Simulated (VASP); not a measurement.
Crystal: MgZn4O.

```
Mg Zn O
1.0
     0.00000    3.72485    3.72485
     3.72485    0.00000    3.72485
     3.72485    3.72485    0.00000
Mg Zn O
1 4 1
Direct
  0.50000 0.50000 0.50000
  0.12097 0.12097 0.12097
  0.12097 0.12097 0.63710
  0.12097 0.63710 0.12097
  0.63710 0.12097 0.12097
  0.25000 0.25000 0.25000
```

```yaml
Program: VASP 6.6.1
Task: relaxation of cell and atoms
Functional: PBE
Potentials_or_basis: VASP PAW PBE potentials, release 64 (Mg, Zn, O)
Cutoff: 600 eV
k_mesh: 4 × 4 × 4
Occupations: gaussian, width 0.2 eV
Spin: no spin polarisation
```

At the start: pressure 29.0 GPa; volume 17.23 Å³/atom.

Problem. Where does the relaxation end?

Solution. Over 6 steps the energy falls by 648.4 meV/atom and the volume is 22.05 Å³/atom (+28.0 %); space group F-43m (No. 216, to 0.05 Å).

The path:
| step | energy change (eV) | largest force (eV/Å) | pressure (GPa) | volume (Å³) |
| --- | --- | --- | --- | --- |
| 1 | 0.0000 | 8.1314 | 29.02 | 103.36 |
| 2 | -0.2686 | 6.7866 | 2.13 | 157.41 |
| 3 | -3.6516 | 1.5753 | 3.49 | 124.54 |
| 4 | -3.6757 | 1.2975 | 3.93 | 123.29 |
| 5 | -3.6855 | 0.9734 | 4.68 | 121.90 |
| 6 | -3.8902 | 0.0073 | 0.24 | 132.28 |

Final structure:
```cif
data_structure
_symmetry_space_group_name_H-M 'P 1'
_symmetry_Int_Tables_number 1
_cell_length_a 5.7192
_cell_length_b 5.7192
_cell_length_c 5.7192
_cell_angle_alpha 60.000
_cell_angle_beta 60.000
_cell_angle_gamma 60.000
_cell_volume 132.28
loop_
_atom_site_label
_atom_site_type_symbol
_atom_site_fract_x
_atom_site_fract_y
_atom_site_fract_z
_atom_site_occupancy
Mg1 Mg 0.50000 0.50000 0.50000 1
Zn1 Zn 0.10971 0.10971 0.10971 1
Zn2 Zn 0.10971 0.10971 0.67088 1
Zn3 Zn 0.10971 0.67088 0.10971 1
Zn4 Zn 0.67088 0.10971 0.10971 1
O1 O 0.25000 0.25000 0.25000 1
```

Caveat: the k points lie up to 0.34 Å⁻¹ apart in the final cell; the volume moved by over 15 % at a fixed basis, so the end points are rough; the relaxation stopped at a loose force limit of 0.08 eV/Å, so its end isn't a converged minimum.
